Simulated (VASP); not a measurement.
A run of VASP 6.6.1 is set up as follows.

The input INCAR:

```
SYSTEM = In2Te2O
ALGO = Normal
EDIFF = 1E-6
ENCUT = 520
GGA = PE
ISIF = 2
ISMEAR = 0
LASPH = .TRUE.
LCHARG = .FALSE.
LREAL = .FALSE.
LWAVE = .FALSE.
NBANDS = 55
NELM = 60
PREC = Accurate
SIGMA = 0.1
```

Contents of KPOINTS:

```
k-points
0
G
  4 4 1
  0 0 0
```

POSCAR

```
In2Te2O
1.0
    4.3967149378     -0.0031157540      0.0029606326
    2.1857867455      3.8384123462      0.0088174295
    0.0931717576      0.1712915427     20.7250201741
In Te O
4 4 2
Direct
    0.0260157609      0.0194946864      0.0911404413
    0.0260157609      0.0194946864      0.5911404413
    0.0282961707      0.9971637113      0.4085480657
    0.0282961707      0.9971637113      0.9085480657
    0.6887814245      0.6645355727      0.3450826710
    0.6887814245      0.6645355727      0.8450826710
    0.3535313420      0.3484085146      0.1547213925
    0.3535313420      0.3484085146      0.6547213925
    0.9033753019      0.9703975149      0.0005074294
    0.9033753019      0.9703975149      0.5005074294
```

Potentials or basis: VASP PAW PBE potentials, release 64 (In_d, Te, O).

Run with:

```bash
$ cat potpaw_PBE.64/In_d/POTCAR potpaw_PBE.64/Te/POTCAR potpaw_PBE.64/O/POTCAR > POTCAR
$ mpirun -np 1 vasp_std > vasp.out
```

Problem. Predict the band gap on the k mesh.

Solution. 1.15 eV.

Problem. Estimate the pressure.

Solution. 0.2 GPa.

Problem. Predict the largest force.

Solution. 0.051 eV/Å.

Forces on the atoms (eV/Å):
```
In   0.022  0.008  0.044
In   0.022  0.008  0.044
In   0.019  0.001 -0.047
In   0.019  0.001 -0.047
Te  -0.001  0.001 -0.016
Te  -0.001  0.001 -0.016
Te  -0.003 -0.002  0.016
Te  -0.003 -0.002  0.016
O   -0.036 -0.008  0.002
O   -0.036 -0.008  0.002
```

Caveat: spin-orbit coupling is left out, which moves the levels of the heavy elements.
